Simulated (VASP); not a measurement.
Input of a VASP 6.6.1 run:

INCAR

```
SYSTEM = SrTiO3
PREC = Accurate
ENCUT = 600
EDIFF = 1E-7
ISMEAR = 0
SIGMA = 0.02
LREAL = .False.
LASPH = .True.
NELM = 120
ALGO = Normal
ISIF = 3
LWAVE = .False.
LCHARG = .False.
GGA = CA
IBRION = 2
NSW = 100
EDIFFG = -0.002
GGA_COMPAT = .False.
NELMIN = 4
```

KPOINTS

```
Automatic mesh
0
Gamma
  6 6 6
  0 0 0
```

The input POSCAR:

```
SrTiO3
1.0
    3.8545763383      0.0000000000      0.0000000000
    0.0000000000      3.8545763383      0.0000000000
    0.0000000000      0.0000000000      3.8545763383
Sr Ti O
1 1 3
Direct
    0.0000000000      0.0000000000      0.0000000000
    0.5000000000      0.5000000000      0.5000000000
    0.5000000000      0.0000000000      0.5000000000
    0.5000000000      0.5000000000      0.0000000000
    0.0000000000      0.5000000000      0.5000000000
```

Potentials or basis: VASP PAW LDA potentials, release 64 (Sr_sv, Ti_sv, O).

Run with:

```sh
$ cat potpaw_LDA.64/Sr_sv/POTCAR potpaw_LDA.64/Ti_sv/POTCAR potpaw_LDA.64/O/POTCAR > POTCAR
$ mpirun -np 1 vasp_std > vasp.out
```

(1) What does it give for the band gap on the k mesh?

(2) What does it give for the relaxed volume?

## Answers

(1) 1.81 eV (least direct gap 2.14 eV).

(2) 11.50 Å³/atom.
